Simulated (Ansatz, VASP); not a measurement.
## One calculation of Zr, two programs

```xyz
1
Lattice="2.7934 0.0000 0.0000 0.0000 2.7934 0.0000 0.0000 0.0000 2.7934" Properties=species:S:1:pos:R:3 pbc="T T T"
Zr    0.0000    0.0000    0.0000
```

Alike in both runs: task single point; functional LDA; k mesh 13 × 13 × 13; occupations fermi-dirac, width 0.1 eV; no spin polarisation.

|  | VASP | Ansatz |
| --- | --- | --- |
| version | VASP 6.6.1 | Ansatz 0.2.0 |
| potentials or method | VASP PAW LDA potentials, release 64 (Zr_sv), cutoff 520 eV | plane waves (420 eV) with PAW, scalar-relativistic |
| valence electrons in the cell | 12 | 12 |

|  | VASP | Ansatz | Ansatz less VASP |
| --- | --- | --- | --- |
| pressure (GPa) | 4.3 | 4.2 | -0.13 |

Ansatz warns that its potentials were made for another functional, while VASP's fit it. LDA's correlation is that of Perdew and Zunger in VASP and of Perdew and Wang (1992) in Ansatz.
